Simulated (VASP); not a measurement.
Write the native input for VASP 6.6.1 that does the following.

| Property | Result |
| --- | --- |
| Task | relaxation of shape and atoms at fixed volume |
| Functional | PBE |
| Potentials or basis | VASP PAW PBE potentials, release 64 (Hf_pv, O) |
| Cutoff | 600 eV |
| k mesh | 6 × 6 × 8 |
| Occupations | gaussian, width 0.02 eV |
| Spin | no spin polarisation |
| Dipole correction | no |
| Further INCAR settings | ALGO = Normal; EDIFF = 1e-06; IBRION = 2; EDIFFG = -0.01; NSW = 50; ISIF = 4 |

The structure of HfO2 lies in POSCAR:

```
HfO2
1.0
    4.7115501088      0.0000000000      0.0000000000
    0.0000000000      4.7115501088      0.0000000000
    0.0000000000      0.0000000000      3.1612091984
Hf O
2 4
Direct
    0.0000000000      0.0000000000      0.0000000000
    0.5000000000      0.5000000000      0.5000000000
    0.1954476878      0.8045523122      0.5000000000
    0.3045523122      0.3045523122      0.0000000000
    0.6954476878      0.6954476878      0.0000000000
    0.8045523122      0.1954476878      0.5000000000
```

One way to write it, as run:

INCAR

```
PREC = Accurate
ENCUT = 600
EDIFF = 1E-6
ISMEAR = 0
SIGMA = 0.02
LREAL = F
LASPH = T
NELM = 60
ALGO = Normal
ISIF = 4
LWAVE = F
LCHARG = F
GGA = PE
IBRION = 2
NSW = 50
EDIFFG = -0.01
```

KPOINTS

```
Automatic mesh
0
Gamma
  6 6 8
```

Potentials or basis: VASP PAW PBE potentials, release 64 (Hf_pv, O).

Command:

```sh
$ cat potpaw_PBE.64/Hf_pv/POTCAR potpaw_PBE.64/O/POTCAR > POTCAR
$ mpirun -np 1 vasp_std > vasp.out
```

Results of the run:

```json
{"Energy gained by relaxing": "0.2 meV/atom", "Ionic steps": "4", "Pressure after relaxing": "20.3 GPa", "Largest force after relaxing": "0.005 eV/Å", "Band gap on the k mesh": "4.18 eV"}
```

Caveat: spin-orbit coupling is left out, which moves the levels of the heavy elements.

Run time: 3.7 min on 1 thread of Intel Xeon 8259CL, with other jobs on the host, peak memory 0.24 GiB.
